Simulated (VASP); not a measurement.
# Ga (P6/mmm) in VASP: notebook

Runs on Ga. Level: PBE. Tasks: single point, relaxation of cell and atoms.

Program: VASP 6.6.1. These are calculated values, not measurements. Logs are shortened: lines on timing, memory, paths and dates and some standing lists are left out, and cuts for length are marked.

## 1. The cell of the first run

It takes space group P6/mmm (No. 191, hexagonal). Conventional cell: a = 2.864 Å, b = 2.864 Å, c = 2.734 Å, α = 90.00°, β = 90.00°, γ = 120.00°. Within 3.6 Å of Ga (site symmetry 6/mmm) lie 8 Ga at 2.73 to 2.86 Å.

This isn't the form of Ga at room conditions, which is orthorhombic.

## 2. Single point, PBE

INCAR

```
PREC = Accurate
ENCUT = 520
EDIFF = 1E-6
ISMEAR = 0
SIGMA = 0.1
LREAL = False
LASPH = True
NELM = 60
ALGO = Fast
ISIF = 2
LWAVE = False
LCHARG = False
GGA = PE
NBANDS = 12
```

KPOINTS

```
Automatic mesh
0
Gamma
  21 21 20
```

POSCAR

```
Ga
1.0
    2.8643854886      0.0000000000      0.0000000000
   -1.4321927443      2.4806305994      0.0000000000
    0.0000000000      0.0000000000      2.7337911911
Ga
1
Direct
    0.0000000000      0.0000000000      0.0000000000
```

Potentials or basis: VASP PAW PBE potentials, release 64 (Ga_d).

Started as:

```
> cat potpaw_PBE.64/Ga_d/POTCAR > POTCAR
> mpirun -np 1 vasp_std > vasp.out
```

OUTCAR:

```text
PREC = Accurate
   ENCUT = 520
   EDIFF = 1E-6
   ISMEAR = 0
   LREAL = False
   LASPH = True
   NELM = 60
   ISIF = 2
   GGA = PE

 ion  position               nearest neighbor table
   1  0.000  0.000  0.000-

  LATTYP: Found a hexagonal cell.
 ALAT       =     2.8643854886
 C/A-ratio  =     0.9544075691

  Lattice vectors:

 A1 = (   2.8643854886,   0.0000000000,   0.0000000000)
 A2 = (  -1.4321927443,   2.4806305994,   0.0000000000)
 A3 = (   0.0000000000,   0.0000000000,   2.7337911911)

Analysis of symmetry for initial positions (statically):
=====================================================================
 Subroutine PRICEL returns:
 Original cell was already a primitive cell.

 Routine SETGRP: Setting up the symmetry group for a
 hexagonal supercell.

 Subroutine GETGRP returns: Found 24 space group operations
 (whereof 24 operations were pure point group operations)
 out of a pool of 24 trial point group operations.

The static configuration has the point symmetry D_6h.

Analysis of symmetry for dynamics (positions and initial velocities):
=====================================================================
 Subroutine PRICEL returns:
 Original cell was already a primitive cell.

 Routine SETGRP: Setting up the symmetry group for a
 hexagonal supercell.

 Subroutine GETGRP returns: Found 24 space group operations
 (whereof 24 operations were pure point group operations)
 out of a pool of 24 trial point group operations.

The dynamic configuration has the point symmetry D_6h.

 Subroutine INISYM returns: Found 24 space group operations
 (whereof 24 operations are pure point group operations),
 and found     1 'primitive' translations

----------------------------------------------------------------------------------------

                                     Primitive cell

  volume of cell :      19.4249

  direct lattice vectors                    reciprocal lattice vectors
     2.864385489  0.000000000  0.000000000     0.349115021  0.201561651  0.000000000
    -1.432192744  2.480630599  0.000000000     0.000000000  0.403123303  0.000000000
     0.000000000  0.000000000  2.733791191     0.000000000  0.000000000  0.365792385

  length of vectors
     2.864385489  2.864385489  2.733791191     0.403123303  0.403123303  0.365792385

  position of ions in fractional coordinates (direct lattice)
     0.000000000  0.000000000  0.000000000

  ion indices of the primitive-cell ions
   primitive index   ion index
                 1           1

----------------------------------------------------------------------------------------

 KPOINTS: Automatic mesh

Automatic generation of k-mesh.
 Grid dimensions read from file:
 generate k-points for:   21   21   20

 Generating k-lattice:

  Cartesian coordinates                     Fractional coordinates (reciprocal lattice)
     0.016624525  0.009598174  0.000000000     0.047619048  0.000000000  0.000000000
     0.000000000  0.019196348  0.000000000     0.000000000  0.047619048  0.000000000
     0.000000000  0.000000000  0.018289619     0.000000000  0.000000000  0.050000000

  Length of vectors
     0.019196348  0.019196348  0.018289619

  Shift w.r.t. Gamma in fractional coordinates (k-lattice)
     0.000000000  0.000000000  0.000000000

 Subroutine IBZKPT returns following result:
 ===========================================

 Found    528 irreducible k-points:

 Following reciprocal coordinates:
            Coordinates               Weight
  0.000000  0.000000  0.000000      1.000000
  0.047619  0.000000  0.000000      6.000000
  0.095238  0.000000  0.000000      6.000000
  0.142857  0.000000  0.000000      6.000000
  0.190476  0.000000  0.000000      6.000000
  0.238095  0.000000  0.000000      6.000000
[... 16 lines left out ...]
  0.142857  0.095238  0.000000     12.000000
  0.190476  0.095238  0.000000     12.000000
 [... further k-points ...]
   k-points           NKPTS =    528   k-points in BZ     NKDIM =    528   number of bands    NBANDS=     12
   number of dos      NEDOS =    301   number of ions     NIONS =      1
   total plane-waves  NPLWV =  11520
   dimension x,y,z NGX =    24 NGY =   24 NGZ =   20
   dimension x,y,z NGXF=    48 NGYF=   48 NGZF=   40
   ions per type =               1
   NGX,Y,Z   is equivalent  to a cutoff of  13.93, 13.93, 12.16 a.u.
   NGXF,Y,Z  is equivalent  to a cutoff of  27.86, 27.86, 24.32 a.u.
 SYSTEM =  unknown system
   PREC   = accura    normal or accurate (medium, high low for compatibility)
   ISTART =      0    job   : 0-new  1-cont  2-samecut
   ICHARG =      2    charge: 1-file 2-atom 10-const
   ISPIN  =      1    spin polarized calculation?
   LNONCOLLINEAR =      F non collinear calculations
   LSORBIT =      F    spin-orbit coupling
   LASPH  =      T    aspherical Exc in radial PAW
   ENCUT  =  520.0 eV  38.22 Ry    6.18 a.u.   5.33  5.33  5.08*2*pi/ulx,y,z
   NELM   =     60;   NELMIN=  2; NELMDL= -5     # of ELM steps
   EDIFF  = 0.1E-05   stopping-criterion for ELM
   LREAL  =      F    real-space projection
   EDIFFG = 0.1E-04   stopping-criterion for IOM
   NSW    =      0    number of steps for IOM
   IBRION =     -1    ionic relax: 0-MD 1-quasi-New 2-CG
   NFREE  =      0    steps in history (QN), initial steepest desc. (CG)
   ISIF   =      2    stress and relaxation
   ISYM   =      2    0-nonsym 1-usesym 2-fastsym
   POTIM  = 0.5000    time-step for ionic-motion
   TEBEG  =    0.0;   TEEND  =   0.0 temperature during run
   PSTRESS=    0.0 pullay stress
   NELECT =      13.0000    total number of electrons
   NUPDOWN=      -1.0000    fix difference up-down
   EMIN   =  10.00;   EMAX   =-10.00  energy-range for DOS
   EFERMI =   0.00;   METHOD = LEGACY
   ISMEAR =     0;   SIGMA  =   0.10  broadening in eV -4-tet -1-fermi 0-gaus
   EFERMI_NEDOS =   21; number of points for ismear=-14 and -15
   IALGO  =     68    algorithm
   IMIX   =      4    mixing-type and parameters
     AMIX     =   0.40;   BMIX     =  1.00
     AMIX_MAG =   1.60;   BMIX_MAG =  1.00
  volume/ion in A,a.u.               =      19.42       131.09
  Fermi-wavevector in a.u.,A,eV,Ry     =   1.431978  2.706046 27.899572  2.050561
  Thomas-Fermi vector in A             =   2.551656
   LORBIT       =      0    0 simple, 1 ext, 2 COOP (PROOUT), +10 PAW based schemes
   GGA     = PE    functional components
   LHFCALC =     F    Hartree Fock is set to
   AEXX    =    0.0000 exact exchange contribution
   IVDW    =     0    specifies the selected vdW correction
   LEPSILON=     F    determine dielectric tensor
   LRPA    =     F    only Hartree local field effects (RPA)
 non-spin polarized calculation
 RMM-DIIS sequential band-by-band and
 Gauss-broadening in eV      SIGMA  =   0.10
  energy-cutoff  :      520.00
  volume of cell :       19.42
 maximum number of plane-waves:       550
 NGX is ok and might be reduce to    24
   NGX = 11   NGY = 11   NGZ = 11

 number of electron      13.0000003 magnetization

 Free energy of the ion-electron system (eV)
  ---------------------------------------------------
  ext. energy  EPLUGINS =         0.00000000
  ---------------------------------------------------
  free energy    TOTEN  =        -2.86383938 eV

  energy without entropy =       -2.86181026  energy(sigma->0) =       -2.86282482

 E-fermi :   5.1371     XC(G=0): -10.8302

 val. band max:        5.0975361333   @ k =   0.0952   0.0000   0.3000
 cond. band min:       5.1602499090   @ k =   0.4286  -0.0000   0.4500
 fundamental gap:      0.0627137757
 Fermi energy:         5.1370546477

 k-point     1 :       0.0000    0.0000    0.0000
  band No.  band energies     occupation
      1      -9.9802      2.00000
      2      -9.7363      2.00000
      3      -9.7363      2.00000
      4      -9.4885      2.00000
      5      -9.4885      2.00000
      6      -5.6569      2.00000
      7      13.6432      0.00000
      8      16.5457      0.00000
      9      16.5457      0.00000
     10      16.8979      0.00000
     11      21.2200      0.00000
     12      21.2634      0.00000

 k-point     2 :       0.0476    0.0000    0.0000
  band No.  band energies     occupation
      1      -9.9769      2.00000
      2      -9.7383      2.00000
      3      -9.7304      2.00000
      4      -9.4914      2.00000
      5      -9.4892      2.00000
      6      -5.6010      2.00000
      7      13.7026      0.00000
      8      15.7252      0.00000
      9      16.2873      0.00000
     10      17.1416      0.00000
     11      19.9489      0.00000
     12      21.5797      0.00000

 k-point     3 :       0.0952    0.0000    0.0000
  band No.  band energies     occupation
      1      -9.9676      2.00000
      2      -9.7442      2.00000
      3      -9.7131      2.00000
      4      -9.4998      2.00000
      5      -9.4910      2.00000
      6      -5.4329      2.00000
      7      13.8798      0.00000
      8      14.2106      0.00000
      9      15.6780      0.00000
     10      17.2862      0.00000
     11      19.0647      0.00000
     12      22.4932      0.00000

 k-point     4 :       0.1429    0.0000    0.0000
  band No.  band energies     occupation
      1      -9.9542      2.00000
      2      -9.7532      2.00000
      3      -9.6859      2.00000
      4      -9.5129      2.00000
      5      -9.4939      2.00000
      6      -5.1513      2.00000
      7      12.4577      0.00000
      8      14.1724      0.00000
      9      14.9509      0.00000
     10      17.2787      0.00000
     11      18.5490      0.00000
     12      23.7298      0.00000

 k-point     5 :       0.1905    0.0000    0.0000
  band No.  band energies     occupation
      1      -9.9395      2.00000
      2      -9.7636      2.00000
      3      -9.6511      2.00000
      4      -9.5295      2.00000
      5      -9.4977      2.00000
      6      -4.7548      2.00000
      7      10.6621      0.00000
      8      14.2287      0.00000
      9      14.5761      0.00000
     10      16.9956      0.00000
     11      18.5046      0.00000
     12      25.1649      0.00000
[... 228 lines left out ...]
      1      -9.9272      2.00000
      2      -9.7674      2.00000
      3      -9.6145      2.00000
      4      -9.5190      2.00000
      5      -9.4673      2.00000
      6       0.1468      2.00000
      7       1.3450      2.00000
      8      11.0912      0.00000
      9      16.0421      0.00000
     10      18.2736      0.00000
     11      22.1347      0.00000
     12      23.1062      0.00000

 k-point    22 :       0.0952    0.0952    0.0000
  band No.  band energies     occupation
      1      -9.9461      2.00000
      2      -9.7567      2.00000
      3      -9.6730      2.00000
      4      -9.5195      2.00000
      5      -9.4963      2.00000
      6      -4.9816      2.00000
      7      12.0968      0.00000
      8      13.4376      0.00000
      9      14.3465      0.00000
     10      17.7785      0.00000
     11      19.4884      0.00000
     12      22.2078      0.00000

 k-point    23 :       0.1429    0.0952    0.0000
  band No.  band energies     occupation
      1      -9.9310      2.00000
      2      -9.7653      2.00000
      3      -9.6429      2.00000
      4      -9.5345      2.00000
      5      -9.5007      2.00000
      6      -4.5842      2.00000
      7      10.6077      0.00000
      8      12.3924      0.00000
      9      14.7476      0.00000
     10      18.0676      0.00000
     11      19.5242      0.00000
     12      22.8741      0.00000

 k-point    24 :       0.1905    0.0952    0.0000
  band No.  band energies     occupation
      1      -9.9167      2.00000
      2      -9.7732      2.00000
      3      -9.6093      2.00000
      4      -9.5512      2.00000
      5      -9.5057      2.00000
      6      -4.0713      2.00000
      7       8.9640      0.00000
      8      11.6152      0.00000
      9      15.2519      0.00000
     10      18.2873      0.00000
     11      19.4006      0.00000
     12      24.0939      0.00000

 [... further k-points ...]

------------------------ aborting loop because EDIFF is reached ----------------------------------------

  FORCE on cell =-STRESS in cart. coord.  units (eV):
  Direction    XX          YY          ZZ          XY          YZ          ZX
  --------------------------------------------------------------------------------------
  -------------------------------------------------------------------------------------
  Total        0.0134938      0.0134938      0.0158060      0.0000000      0.0000000     -0.0000000
  in kB        1.1129761      1.1129761      1.3036842      0.0000000      0.0000000     -0.0000000
  external PRESSURE =       1.1765455 kB  Pullay stress =       0.0000000 kB

 VOLUME and BASIS-vectors are now :
 -----------------------------------------------------------------------------
  energy-cutoff  :      520.00
  volume of cell :       19.42
      direct lattice vectors                 reciprocal lattice vectors
     2.864385489  0.000000000  0.000000000     0.349115021  0.201561651  0.000000000
    -1.432192744  2.480630599  0.000000000     0.000000000  0.403123303  0.000000000
     0.000000000  0.000000000  2.733791191     0.000000000  0.000000000  0.365792385

 POSITION                                       TOTAL-FORCE (eV/Angst)
 -----------------------------------------------------------------------------------
      0.00000      0.00000      0.00000         0.000000      0.000000      0.000000
 -----------------------------------------------------------------------------------
    total drift:                                0.000000      0.000000      0.000000

  FREE ENERGIE OF THE ION-ELECTRON SYSTEM (eV)
  ---------------------------------------------------
  free  energy   TOTEN  =        -2.8638393790 eV

  energy  without entropy=       -2.8618102569  energy(sigma->0) =       -2.86282482
```

It took 28 s on 1 thread of Intel Xeon 6975P-C (Granite Rapids), shared host; peak memory 0.23 GiB.

Results:

| Property | Result |
| --- | --- |
| Free energy | -2.8638 eV |
| Pressure | 0.1 GPa |
| Band gap on the k mesh | zero (an odd number of electrons rules out a gap without spin polarisation) |

Levels at points of the mesh, in eV from the Fermi level:
```tsv
k point	band 2	band 3	band 4	band 5	band 6	band 7	band 8	band 9	band 10	band 11
(0.00, 0.00, 0.00)	-14.87	-14.87	-14.63	-14.63	-10.79	8.51	11.41	11.41	11.76	16.08
(0.00, 0.00, 0.50)	-14.85	-14.82	-14.76	-14.76	-6.55	-4.31	14.79	14.79	18.43	19.47
```

## 3. Relaxation of cell and atoms, PBE

This run uses another cell than the first one, of 19.49 Å³/atom.

INCAR

```
  PREC = Accurate
  ENCUT = 600
  EDIFF = 1E-6
  ISMEAR = 0
  SIGMA = 0.1
  LREAL = F
  LASPH = T
  NELM = 100
  ALGO = Fast
  ISIF = 3
  LWAVE = F
  LCHARG = F
  GGA = PE
  IBRION = 2
  NSW = 100
  EDIFFG = -0.01
```

KPOINTS is that of step 2.

POSCAR

```
Ga
1.0
    2.8879143029      0.0000000000      0.0000000000
   -1.4439571514      2.5010071502      0.0000000000
    0.0000000000      0.0000000000      2.6983949268
Ga
1
Direct
    0.0000000000      0.0000000000      0.0000000000
```

Potentials or basis: VASP PAW PBE potentials, release 64 (Ga_d).

Started as:

```
> cat potpaw_PBE.64/Ga_d/POTCAR > POTCAR
> mpirun -np 1 vasp_std > vasp.out
```

It took 2.8 min on 1 thread of Intel Xeon 6975P-C (Granite Rapids), shared host; peak memory 0.27 GiB.

The run converged. Its results:

| Quantity | Value |
| --- | --- |
| Free energy | -2.8637 eV |
| Relaxed volume | 19.47 Å³/atom |
| Relaxed cell | a = 2.865 Å, b = 2.865 Å, c = 2.738 Å, α = 90.00°, β = 90.00°, γ = 120.00° |
| Space group after relaxing (to 0.1 Å) | P6/mmm (No. 191) |
| Energy gained by relaxing | 1.1 meV/atom |
| Ionic steps | 11 |
| Pressure after relaxing | 0.0 GPa |
| Band gap on the k mesh | zero (an odd number of electrons rules out a gap without spin polarisation) |

Stress tensor (GPa, compression positive):
```
 0.07  0.00  0.00
 0.00  0.07  0.00
 0.00  0.00 -0.03
```

Step by step:
| step | energy change (eV) | largest force (eV/Å) | pressure (GPa) | volume (Å³) |
| --- | --- | --- | --- | --- |
| 1 | 0.0000 | 0.0000 | 0.05 | 19.49 |
| 2 | -0.0006 | 0.0000 | -0.09 | 19.51 |
| 3 | -0.0010 | 0.0000 | -0.28 | 19.54 |
| 4 | -0.0010 | 0.0000 | -0.26 | 19.54 |
| 5 | -0.0011 | 0.0000 | 0.09 | 19.42 |
| 6 | -0.0011 | 0.0000 | -0.23 | 19.46 |
| 7 | -0.0011 | 0.0000 | 0.15 | 19.43 |
| 8 | -0.0011 | 0.0000 | -0.08 | 19.44 |
| 9 | -0.0011 | 0.0000 | 0.17 | 19.44 |
| 10 | -0.0011 | 0.0000 | -0.27 | 19.52 |
| 11 | -0.0011 | 0.0000 | 0.04 | 19.47 |

Final structure:
```xyz
1
Lattice="2.8652 0.0000 0.0000 -1.4326 2.4814 0.0000 0.0000 0.0000 2.7379" Properties=species:S:1:pos:R:3 pbc="T T T"
Ga    0.0000    0.0000    0.0000
```

Levels at points of the mesh, in eV from the Fermi level:
```csv
k point,band 3,band 4,band 5,band 6,band 7,band 8,band 9,band 10
"(0.00, 0.00, 0.00)",-14.87,-14.63,-14.63,-10.78,8.46,11.41,11.41,11.72
"(0.00, 0.00, 0.50)",-14.82,-14.76,-14.76,-6.56,-4.30,14.77,14.77,18.42
```

## 4. Single point, PBE

This run uses another cell than the first one, of 19.49 Å³/atom.

INCAR

```
SYSTEM = Ga
PREC = Accurate
ENCUT = 500
EDIFF = 1E-6
ISMEAR = 0
SIGMA = 0.1
LREAL = .FALSE.
LASPH = .TRUE.
NELM = 120
ALGO = Normal
ISIF = 2
LWAVE = .FALSE.
LCHARG = .TRUE.
GGA = PE
LELF = .TRUE.
LVHAR = .TRUE.
NBANDS = 12
GGA_COMPAT = .FALSE.
```

KPOINTS

```
regular mesh
0
G
  9 9 6
  0 0 0
```

POSCAR is that of step 3.

Started as:

```
> cat potpaw_PBE.64/Ga_d/POTCAR > POTCAR
> mpirun -np 1 vasp_std > vasp.out
```

Run time: 19 s. Hardware: 1 thread of AMD EPYC 7R43 (Zen 3), shared host; peak memory 0.1 GiB.

Results (log left out):

```yaml
Free_energy: -2.8469 eV
Pressure: 0.4 GPa
Band_gap_on_the_k_mesh: zero (an odd number of electrons rules out a gap without spin polarisation)
```

Stress tensor (GPa, compression positive):
```
-1.89  0.00  0.00
 0.00 -1.89  0.00
 0.00  0.00  4.89
```

Levels at points of the mesh, in eV from the Fermi level:
| k point | band 4 | band 5 | band 6 | band 7 | band 8 | band 9 | band 10 | band 11 |
| --- | --- | --- | --- | --- | --- | --- | --- | --- |
| (0.00, 0.00, 0.00) | -14.65 | -14.65 | -10.80 | 9.01 | 10.98 | 10.98 | 12.15 | 15.73 |
| (0.00, 0.00, 0.50) | -14.80 | -14.80 | -6.34 | -4.29 | 14.53 | 14.53 | 18.03 | 19.38 |

Caveat: the k points lie up to 0.39 Å⁻¹ apart, too coarse for converged energies and pressures of a metal.

## 5. The runs side by side

```tsv
task	cell	k mesh	cutoff (eV)	gap on the mesh (eV)	pressure (GPa)
single point	a = 2.864, b = 2.864, c = 2.734 Å, angles 90.0, 90.0, 120.0°, 1 atom	21 × 21 × 20	520	none	0.1
relaxation of cell and atoms	relaxed from a = 2.888, b = 2.888, c = 2.698 Å, angles 90.0, 90.0, 120.0°, 1 atom	21 × 21 × 20	600	none	0.0
single point	a = 2.888, b = 2.888, c = 2.698 Å, angles 90.0, 90.0, 120.0°, 1 atom	9 × 9 × 6	500	none	0.4
```

Alike in all rows: level PBE; potentials or basis VASP PAW PBE potentials, release 64 (Ga_d); no spin polarisation; smearing gaussian 0.1 eV.

Caveats: some runs use coarse meshes.

Absolute energies hang on the potentials; compare differences alone.
